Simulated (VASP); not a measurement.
A run of VASP 6.6.1 is set up as follows.

Contents of POSCAR:

```
GaSb
1.0
    0.0000000000      3.0736049936      3.0736049936
    3.0736049936      0.0000000000      3.0736049936
    3.0736049936      3.0736049936      0.0000000000
Ga Sb
1 1
Direct
    0.0000000000      0.0000000000      0.0000000000
    0.2500000000      0.2500000000      0.2500000000
```

File INCAR.step1:

```
  PREC = Accurate
  ENCUT = 520
  EDIFF = 1E-5
  ISMEAR = -1
  SIGMA = 0.02
  LREAL = F
  LASPH = T
  NELM = 100
  ALGO = Normal
  ISIF = 2
  LWAVE = T
  LCHARG = F
  NBANDS = 16
  GGA = PE
```

INCAR.step2

```
  PREC = Accurate
  ENCUT = 520
  EDIFF = 1E-6
  ISMEAR = -1
  SIGMA = 0.02
  LREAL = F
  LASPH = T
  NELM = 100
  ALGO = Normal
  ISIF = 2
  LWAVE = F
  LCHARG = F
  GGA = PE
  LHFCALC = T
  HFSCREEN = 0.2079
  PRECFOCK = Normal
  NBANDS = 16
  ISTART = 1
```

KPOINTS

```
Automatic mesh
0
Gamma
  4 4 4
```

Potentials or basis: VASP PAW PBE potentials, release 64 (Ga_d, Sb).

Run with:

```bash
$ cat potpaw_PBE.64/Ga_d/POTCAR potpaw_PBE.64/Sb/POTCAR > POTCAR
$ cp INCAR.step1 INCAR
$ mpirun -np 1 vasp_std > vasp.out
$ cp INCAR.step2 INCAR
$ mpirun -np 1 vasp_std > vasp.out
```

(1) Predict the pressure.

(2) Predict the band gap on the k mesh.

Results:

(1) -0.5 GPa.

(2) 0.78 eV.

Caveat: the k points lie up to 0.44 Å⁻¹ apart; the PAW data sets were made with another functional, which shifts forces and pressure a little; spin-orbit coupling is left out, which moves the levels of the heavy elements.
